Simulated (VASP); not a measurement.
# CO2 (Pa-3) in VASP: a series of runs

Runs on CO2. Level: PBE+D3(BJ). Tasks: single point.

Program: VASP 6.6.1. These are calculated values, not measurements. Logs are shortened: lines on timing, memory, paths and dates and some standing lists are left out, and cuts for length are marked.

**1. The cell of the first run**

Symmetry: Pa-3, No. 205, cubic system. The conventional cell has a = 5.436 Å, b = 5.436 Å, c = 5.436 Å, α = 90.00°, β = 90.00°, γ = 90.00°. C (site symmetry -3) has 2 O at 1.17 Å within 1.6 Å. O (site symmetry 3) has 1 C at 1.17 Å within 1.6 Å.

**2. Single point, PBE+D3(BJ)**

File INCAR:

```
SYSTEM = CO2
  ALGO = Normal
  EDIFF = 1E-6
  ENCUT = 520
  GGA = PE
  ISIF = 2
  ISMEAR = 0
  IVDW = 12
  LASPH = .TRUE.
  LCHARG = .FALSE.
  LREAL = .FALSE.
  LWAVE = .FALSE.
  NBANDS = 44
  NELM = 60
  PREC = Accurate
  SIGMA = 0.1
```

File KPOINTS:

```
k-points
0
G
  4 4 4
  0 0 0
```

File POSCAR:

```
CO2
1.0
    5.4361242543      0.0000000000      0.0000000000
    0.0000000000      5.4361242543      0.0000000000
    0.0000000000      0.0000000000      5.4361242543
C O
4 8
Direct
    0.0000000000      0.0000000000      0.0000000000
    0.5000000000      0.0000000000      0.5000000000
    0.5000000000      0.5000000000      0.0000000000
    0.0000000000      0.5000000000      0.5000000000
    0.1239635565      0.1239635565      0.1239635565
    0.3760364435      0.8760364435      0.6239635565
    0.6239635565      0.3760364435      0.8760364435
    0.8760364435      0.6239635565      0.3760364435
    0.8760364435      0.8760364435      0.8760364435
    0.6239635565      0.1239635565      0.3760364435
    0.3760364435      0.6239635565      0.1239635565
    0.1239635565      0.3760364435      0.6239635565
```

Potentials or basis: VASP PAW PBE potentials, release 64 (C, O).

Launch:

```bash
cat potpaw_PBE.64/C/POTCAR potpaw_PBE.64/O/POTCAR > POTCAR
mpirun -np 1 vasp_std > vasp.out
```

OUTCAR:

```text
SYSTEM = CO2
   EDIFF = 1E-6
   ENCUT = 520
   GGA = PE
   ISIF = 2
   ISMEAR = 0
   IVDW = 12
   LASPH = .TRUE.
   LREAL = .FALSE.
   NELM = 60
   PREC = Accurate
 IVDW          = 12

 ion  position               nearest neighbor table
   1  0.000  0.000  0.000-   5 1.17   9 1.17
   2  0.500  0.000  0.500-   6 1.17  10 1.17
   3  0.500  0.500  0.000-   7 1.17  11 1.17
   4  0.000  0.500  0.500-   8 1.17  12 1.17
   5  0.124  0.124  0.124-   1 1.17
   6  0.376  0.876  0.624-   2 1.17
   7  0.624  0.376  0.876-   3 1.17
   8  0.876  0.624  0.376-   4 1.17
   9  0.876  0.876  0.876-   1 1.17
  10  0.624  0.124  0.376-   2 1.17
  11  0.376  0.624  0.124-   3 1.17
  12  0.124  0.376  0.624-   4 1.17

  LATTYP: Found a simple cubic cell.
 ALAT       =     5.4361242543

  Lattice vectors:

 A1 = (   5.4361242543,   0.0000000000,   0.0000000000)
 A2 = (   0.0000000000,   5.4361242543,   0.0000000000)
 A3 = (   0.0000000000,   0.0000000000,   5.4361242543)

Analysis of symmetry for initial positions (statically):
=====================================================================
 Subroutine PRICEL returns:
 Original cell was already a primitive cell.

 Routine SETGRP: Setting up the symmetry group for a
 simple cubic supercell.

 Subroutine GETGRP returns: Found 24 space group operations
 (whereof  6 operations were pure point group operations)
 out of a pool of 48 trial point group operations.

The static configuration has the point symmetry S_6 .
 The point group associated with its full space group is T_h .

Analysis of symmetry for dynamics (positions and initial velocities):
=====================================================================
 Subroutine PRICEL returns:
 Original cell was already a primitive cell.

 Routine SETGRP: Setting up the symmetry group for a
 simple cubic supercell.

 Subroutine GETGRP returns: Found 24 space group operations
 (whereof  6 operations were pure point group operations)
 out of a pool of 48 trial point group operations.

The dynamic configuration has the point symmetry S_6 .
 The point group associated with its full space group is T_h .

 Subroutine INISYM returns: Found 24 space group operations
 (whereof  6 operations are pure point group operations),
 and found     1 'primitive' translations

----------------------------------------------------------------------------------------

                                     Primitive cell

  volume of cell :     160.6453

  direct lattice vectors                    reciprocal lattice vectors
     5.436124254  0.000000000  0.000000000     0.183954588  0.000000000  0.000000000
     0.000000000  5.436124254  0.000000000     0.000000000  0.183954588  0.000000000
     0.000000000  0.000000000  5.436124254     0.000000000  0.000000000  0.183954588

  length of vectors
     5.436124254  5.436124254  5.436124254     0.183954588  0.183954588  0.183954588

  position of ions in fractional coordinates (direct lattice)
     0.000000000  0.000000000  0.000000000
     0.500000000  0.000000000  0.500000000
     0.500000000  0.500000000  0.000000000
     0.000000000  0.500000000  0.500000000
     0.123963557  0.123963557  0.123963557
     0.376036443  0.876036443  0.623963557
     0.623963557  0.376036443  0.876036443
     0.876036443  0.623963557  0.376036443
     0.876036443  0.876036443  0.876036443
     0.623963557  0.123963557  0.376036443
     0.376036443  0.623963557  0.123963557
     0.123963557  0.376036443  0.623963557

  ion indices of the primitive-cell ions
   primitive index   ion index
                 1           1
                 2           2
                 3           3
                 4           4
                 5           5
                 6           6
                 7           7
                 8           8
                 9           9
                10          10
                11          11
                12          12

----------------------------------------------------------------------------------------

 KPOINTS: k-points

Automatic generation of k-mesh.
 Grid dimensions read from file:
 generate k-points for:    4    4    4

 Generating k-lattice:

  Cartesian coordinates                     Fractional coordinates (reciprocal lattice)
     0.045988647  0.000000000  0.000000000     0.250000000  0.000000000  0.000000000
     0.000000000  0.045988647  0.000000000     0.000000000  0.250000000  0.000000000
     0.000000000  0.000000000  0.045988647     0.000000000  0.000000000  0.250000000

  Length of vectors
     0.045988647  0.045988647  0.045988647

  Shift w.r.t. Gamma in fractional coordinates (k-lattice)
     0.000000000  0.000000000  0.000000000

 Subroutine IBZKPT returns following result:
 ===========================================

 Found     11 irreducible k-points:

 Following reciprocal coordinates:
            Coordinates               Weight
  0.000000  0.000000  0.000000      1.000000
  0.250000  0.000000  0.000000      6.000000
  0.500000  0.000000  0.000000      3.000000
  0.250000  0.250000  0.000000     12.000000
  0.500000  0.250000  0.000000      6.000000
 -0.250000  0.500000  0.000000      6.000000
  0.500000  0.500000  0.000000      3.000000
  0.250000  0.250000  0.250000      8.000000
  0.500000  0.250000  0.250000     12.000000
  0.500000  0.500000  0.250000      6.000000
  0.500000  0.500000  0.500000      1.000000
   k-points           NKPTS =     11   k-points in BZ     NKDIM =     11   number of bands    NBANDS=     44
   number of dos      NEDOS =    301   number of ions     NIONS =     12
   total plane-waves  NPLWV =  64000
   dimension x,y,z NGX =    40 NGY =   40 NGZ =   40
   dimension x,y,z NGXF=    80 NGYF=   80 NGZF=   80
   ions per type =               4   8
   NGX,Y,Z   is equivalent  to a cutoff of  12.23, 12.23, 12.23 a.u.
   NGXF,Y,Z  is equivalent  to a cutoff of  24.47, 24.47, 24.47 a.u.
 SYSTEM =  CO2
   PREC   = accura    normal or accurate (medium, high low for compatibility)
   ISTART =      0    job   : 0-new  1-cont  2-samecut
   ICHARG =      2    charge: 1-file 2-atom 10-const
   ISPIN  =      1    spin polarized calculation?
   LNONCOLLINEAR =      F non collinear calculations
   LSORBIT =      F    spin-orbit coupling
   LASPH  =      T    aspherical Exc in radial PAW
   ENCUT  =  520.0 eV  38.22 Ry    6.18 a.u.  10.11 10.11 10.11*2*pi/ulx,y,z
   NELM   =     60;   NELMIN=  2; NELMDL= -5     # of ELM steps
   EDIFF  = 0.1E-05   stopping-criterion for ELM
   LREAL  =      F    real-space projection
   EDIFFG = 0.1E-04   stopping-criterion for IOM
   NSW    =      0    number of steps for IOM
   IBRION =     -1    ionic relax: 0-MD 1-quasi-New 2-CG
   NFREE  =      0    steps in history (QN), initial steepest desc. (CG)
   ISIF   =      2    stress and relaxation
   ISYM   =      2    0-nonsym 1-usesym 2-fastsym
   POTIM  = 0.5000    time-step for ionic-motion
   TEBEG  =    0.0;   TEEND  =   0.0 temperature during run
   PSTRESS=    0.0 pullay stress
   NELECT =      64.0000    total number of electrons
   NUPDOWN=      -1.0000    fix difference up-down
   EMIN   =  10.00;   EMAX   =-10.00  energy-range for DOS
   EFERMI =   0.00;   METHOD = LEGACY
   ISMEAR =     0;   SIGMA  =   0.10  broadening in eV -4-tet -1-fermi 0-gaus
   EFERMI_NEDOS =   21; number of points for ismear=-14 and -15
   IALGO  =     38    algorithm
   IMIX   =      4    mixing-type and parameters
     AMIX     =   0.40;   BMIX     =  1.00
     AMIX_MAG =   1.60;   BMIX_MAG =  1.00
  volume/ion in A,a.u.               =      13.39        90.34
  Fermi-wavevector in a.u.,A,eV,Ry     =   1.204607  2.276377 19.743121  1.451078
  Thomas-Fermi vector in A             =   2.340327
   LORBIT       =      0    0 simple, 1 ext, 2 COOP (PROOUT), +10 PAW based schemes
   GGA     = PE    functional components
   LHFCALC =     F    Hartree Fock is set to
   AEXX    =    0.0000 exact exchange contribution
   IVDW    =    12    specifies the selected vdW correction
   LEPSILON=     F    determine dielectric tensor
   LRPA    =     F    only Hartree local field effects (RPA)
 non-spin polarized calculation
 Gauss-broadening in eV      SIGMA  =   0.10
  energy-cutoff  :      520.00
  volume of cell :      160.65
 maximum number of plane-waves:      4385
   NGX = 21   NGY = 21   NGZ = 21

 number of electron      63.9999958 magnetization

 Free energy of the ion-electron system (eV)
  ---------------------------------------------------
  ext. energy  EPLUGINS =         0.00000000
  ---------------------------------------------------
  free energy    TOTEN  =       -91.91675835 eV

  energy without entropy =      -91.91675835  energy(sigma->0) =      -91.91675835

 E-fermi :  -2.5548     XC(G=0):  -8.3187

 val. band max:       -3.0451459324   @ k =   0.0000   0.0000   0.0000
 cond. band min:       3.8364495782   @ k =   0.0000   0.0000   0.0000
 fundamental gap:      6.8815955106
 Fermi energy:        -2.5548029959

 k-point     1 :       0.0000    0.0000    0.0000
  band No.  band energies     occupation
      1     -23.7946      2.00000
      2     -23.4997      2.00000
      3     -23.4997      2.00000
      4     -23.4997      2.00000
      5     -22.5979      2.00000
      6     -22.5979      2.00000
[... 36 lines left out ...]
     43       8.0607      0.00000
     44       8.0607      0.00000

 k-point     2 :       0.2500    0.0000    0.0000
  band No.  band energies     occupation
      1     -23.7545      2.00000
      2     -23.5469      2.00000
      3     -23.4995      2.00000
      4     -23.4994      2.00000
      5     -22.5947      2.00000
      6     -22.5939      2.00000
[... 36 lines left out ...]
     43       8.3393      0.00000
     44       8.3423      0.00000

 k-point     3 :       0.5000    0.0000    0.0000
  band No.  band energies     occupation
      1     -23.6543      2.00000
      2     -23.6543      2.00000
      3     -23.4990      2.00000
      4     -23.4990      2.00000
      5     -22.5911      2.00000
      6     -22.5911      2.00000
[... 36 lines left out ...]
     43       8.6765      0.00000
     44       8.6765      0.00000

 k-point     4 :       0.2500    0.2500    0.0000
  band No.  band energies     occupation
      1     -23.7194      2.00000
      2     -23.5395      2.00000
      3     -23.5394      2.00000
      4     -23.5057      2.00000
      5     -22.5922      2.00000
      6     -22.5854      2.00000
[... 271 lines left out ...]
     43       7.7016      0.00000
     44       7.7016      0.00000

 k-point    10 :       0.5000    0.5000    0.2500
  band No.  band energies     occupation
      1     -23.5748      2.00000
      2     -23.5748      2.00000
      3     -23.5748      2.00000
      4     -23.5748      2.00000
      5     -22.5780      2.00000
      6     -22.5780      2.00000
[... 36 lines left out ...]
     43       6.8638      0.00000
     44       6.8638      0.00000

 k-point    11 :       0.5000    0.5000    0.5000
  band No.  band energies     occupation
      1     -23.5726      2.00000
      2     -23.5726      2.00000
      3     -23.5726      2.00000
      4     -23.5726      2.00000
      5     -22.5803      2.00000
      6     -22.5803      2.00000
[... 36 lines left out ...]
     43       6.8256      0.00000
     44       6.8256      0.00000

------------------------ aborting loop because EDIFF is reached ----------------------------------------

 Edisp (eV)   -0.94317

 E8    (eV) :    -0.2438

  FORCE on cell =-STRESS in cart. coord.  units (eV):
  Direction    XX          YY          ZZ          XY          YZ          ZX
  --------------------------------------------------------------------------------------
  -------------------------------------------------------------------------------------
  Total       3.40539     3.40539     3.40539     0.00000     0.00000     0.00000
  in kB      33.96330    33.96330    33.96330     0.00000     0.00000     0.00000
  external pressure =       33.96 kB  Pullay stress =        0.00 kB

 VOLUME and BASIS-vectors are now :
 -----------------------------------------------------------------------------
  energy-cutoff  :      520.00
  volume of cell :      160.65
      direct lattice vectors                 reciprocal lattice vectors
     5.436124254  0.000000000  0.000000000     0.183954588  0.000000000  0.000000000
     0.000000000  5.436124254  0.000000000     0.000000000  0.183954588  0.000000000
     0.000000000  0.000000000  5.436124254     0.000000000  0.000000000  0.183954588

 POSITION                                       TOTAL-FORCE (eV/Angst)
 -----------------------------------------------------------------------------------
      0.00000      0.00000      0.00000         0.000000     -0.000000      0.000000
      2.71806      0.00000      2.71806         0.000000     -0.000000      0.000000
      2.71806      2.71806      0.00000         0.000000     -0.000000      0.000000
      0.00000      2.71806      2.71806         0.000000     -0.000000      0.000000
      0.67388      0.67388      0.67388         0.381404      0.381404      0.381404
      2.04418      4.76224      3.39194        -0.381404     -0.381404      0.381404
      3.39194      2.04418      4.76224         0.381404     -0.381404     -0.381404
      4.76224      3.39194      2.04418        -0.381404      0.381404     -0.381404
      4.76224      4.76224      4.76224        -0.381404     -0.381404     -0.381404
      3.39194      0.67388      2.04418         0.381404      0.381404     -0.381404
      2.04418      3.39194      0.67388        -0.381404      0.381404      0.381404
      0.67388      2.04418      3.39194         0.381404     -0.381404      0.381404
 -----------------------------------------------------------------------------------
    total drift:                               -0.000000     -0.000000      0.000000

  FREE ENERGIE OF THE ION-ELECTRON SYSTEM (eV)
  ---------------------------------------------------
  free  energy   TOTEN  =       -92.8599295165 eV

  energy  without entropy=      -92.8599295165  energy(sigma->0) =      -92.85992952
```

Wall time 74 s (1 thread of Oxide Virtual Turin-like, shared host); peak memory 0.22 GiB.

What came out:

```
Free energy                : -92.8599 eV
Pressure                   : 3.4 GPa
Largest force              : 0.661 eV/Å
Band gap on the k mesh     : 6.88 eV, direct
Dispersion energy per atom : -0.079 eV
```

Forces in eV/Å, atoms in the order of the input:
```
C    0.000  0.000  0.000
C    0.000  0.000  0.000
C    0.000  0.000  0.000
C    0.000  0.000  0.000
O    0.381  0.381  0.381
O   -0.381 -0.381  0.381
O    0.381 -0.381 -0.381
O   -0.381  0.381 -0.381
O   -0.381 -0.381 -0.381
O    0.381  0.381 -0.381
O   -0.381  0.381  0.381
O    0.381 -0.381  0.381
```

**3. Single point, PBE+D3(BJ)**

This run uses another cell than the first one, of 13.34 Å³/atom, 0.997 times its volume.

File INCAR:

```
  ALGO = Normal
  EDIFF = 1E-6
  ENCUT = 520
  GGA = PE
  ISIF = 2
  ISMEAR = 0
  IVDW = 12
  LASPH = True
  LCHARG = True
  LELF = True
  LREAL = False
  LVHAR = True
  LWAVE = False
  NBANDS = 44
  NELM = 80
  PREC = Accurate
  SIGMA = 0.01
```

File KPOINTS:

```
k-points
0
Gamma
  4 4 4
```

File POSCAR:

```
CO2
1.0
    5.4298801064      0.0000000000      0.0000000000
    0.0000000000      5.4298801064      0.0000000000
    0.0000000000      0.0000000000      5.4298801064
C O
4 8
Direct
    0.0000000000      0.0000000000      0.0000000000
    0.5000000000      0.0000000000      0.5000000000
    0.5000000000      0.5000000000      0.0000000000
    0.0000000000      0.5000000000      0.5000000000
    0.1241223292      0.1241223292      0.1241223292
    0.3758776708      0.8758776708      0.6241223292
    0.6241223292      0.3758776708      0.8758776708
    0.8758776708      0.6241223292      0.3758776708
    0.8758776708      0.8758776708      0.8758776708
    0.6241223292      0.1241223292      0.3758776708
    0.3758776708      0.6241223292      0.1241223292
    0.1241223292      0.3758776708      0.6241223292
```

Potentials or basis: VASP PAW PBE potentials, release 64 (C, O).

Launch:

```bash
cat potpaw_PBE.64/C/POTCAR potpaw_PBE.64/O/POTCAR > POTCAR
mpirun -np 1 vasp_std > vasp.out
```

Run time: 85 s. Hardware: 1 thread of Oxide Virtual Turin-like, shared host; peak memory 0.23 GiB.

The run converged. Its results:

* Free energy: -92.8549 eV
* Pressure: 3.4 GPa
* Largest force: 0.639 eV/Å
* Band gap on the k mesh: 6.88 eV, direct
* Dispersion energy per atom: -0.079 eV

Forces on the atoms (eV/Å):
```
C    0.000  0.000  0.000
C    0.000  0.000  0.000
C    0.000  0.000  0.000
C    0.000  0.000  0.000
O    0.369  0.369  0.369
O   -0.369 -0.369  0.369
O    0.369 -0.369 -0.369
O   -0.369  0.369 -0.369
O   -0.369 -0.369 -0.369
O    0.369  0.369 -0.369
O   -0.369  0.369  0.369
O    0.369 -0.369  0.369
```

Levels at points of the mesh, in eV from the valence-band top:
| k point | band 28 | band 29 | band 30 | band 31 | band 32 | band 33 | band 34 | band 35 | band 36 | band 37 |
| --- | --- | --- | --- | --- | --- | --- | --- | --- | --- | --- |
| (0.00, 0.00, 0.00) | -0.25 | -0.25 | -0.25 | 0.00 | 0.00 | 6.88 | 7.90 | 7.90 | 7.90 | 8.23 |
| (0.50, 0.00, 0.00) | -0.46 | -0.37 | -0.37 | -0.09 | -0.09 | 7.83 | 7.83 | 8.11 | 8.11 | 8.43 |
| (0.50, 0.50, 0.00) | -0.41 | -0.33 | -0.33 | -0.33 | -0.33 | 7.83 | 7.83 | 7.83 | 7.83 | 8.63 |
| (0.50, 0.50, 0.50) | -0.42 | -0.39 | -0.39 | -0.39 | -0.39 | 7.82 | 7.82 | 7.82 | 7.82 | 8.89 |

A k mesh can miss the band edges. As with any semilocal functional, this PBE gap is likely too small.
